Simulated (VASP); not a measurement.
Wanted: the native input for a VASP 6.6.1 run.

```
Task                   : single point
Functional             : PBE
Potentials or basis    : VASP PAW PBE potentials, release 64 (Si, C)
Cutoff                 : 600 eV
k mesh                 : 14 × 14 × 14
Occupations            : fermi-dirac, width 0.08 eV
Spin                   : no spin polarisation
Dipole correction      : no
Further INCAR settings : ALGO = Normal; EDIFF = 1e-06; NBANDS = 11
```

The structure of SiC (CsCl type) lies in POSCAR:

```
SiC
1.0
    2.1636332453      0.0000000000      0.0000000000
    0.0000000000      2.1636332453      0.0000000000
    0.0000000000      0.0000000000      2.1636332453
Si C
1 1
Direct
    0.0000000000      0.0000000000      0.0000000000
    0.5000000000      0.5000000000      0.5000000000
```

These files were run (other wordings do the same):

INCAR

```
PREC = Accurate ; ENCUT = 600
EDIFF = 1E-6 ; ISMEAR = -1
SIGMA = 0.08 ; LREAL = F
LASPH = T ; NELM = 120
ALGO = Normal ; ISIF = 2
LWAVE = F ; LCHARG = F
GGA = PE ; NBANDS = 11
GGA_COMPAT = F
```

KPOINTS

```
regular mesh
0
Gamma
  14 14 14
```

Potentials or basis: VASP PAW PBE potentials, release 64 (Si, C).

The run is started by

```bash
$ cat potpaw_PBE.64/Si/POTCAR potpaw_PBE.64/C/POTCAR > POTCAR
$ mpirun -np 1 vasp_std > vasp.out
```

Results of the run:

* Pressure: 366.0 GPa
* Band gap on the k mesh: zero (bands 4 and 5 overlap by 4.95 eV)

Caveat: the cell stands under pressure.

Wall time 9.1 s on 1 thread of Intel(R) Xeon(R) Platinum 8488C (Sapphire Rapids), on a shared host, peak memory 0.13 GiB.
